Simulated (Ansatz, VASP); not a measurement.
**BeTe in VASP and in Ansatz**

```
CELL_PARAMETERS angstrom
0.00000 2.71345 2.71345
2.71345 0.00000 2.71345
2.71345 2.71345 0.00000
ATOMIC_POSITIONS crystal
Te 0.75000 0.75000 0.75000
Be 0.00000 0.00000 0.00000
```

Alike in both runs: task single point; functional HSE06; k mesh 6 × 6 × 6; occupations fermi-dirac, width 0.05 eV; no spin polarisation.

|  | VASP | Ansatz |
| --- | --- | --- |
| version | VASP 6.6.1 | Ansatz 0.2.0 |
| potentials or method | VASP PAW PBE potentials, release 64 (Te, Be) | Ansatz PAW |
| plane-wave cutoff (eV) | 520 | 420 |
| valence electrons in the cell | 8 | 18 |

```csv
,VASP,Ansatz,Ansatz less VASP
gap on the k mesh at the Fermi level (eV),2.32,2.35,+0.030
least direct gap on the mesh (eV),4.35,4.35,+0.006
pressure (GPa),8.2,8.4,+0.14
```

VASP's potentials hold 8 valence electrons a cell and Ansatz's 18, so a difference there can come from the potentials and not from the codes.

Spin-orbit coupling is off throughout.
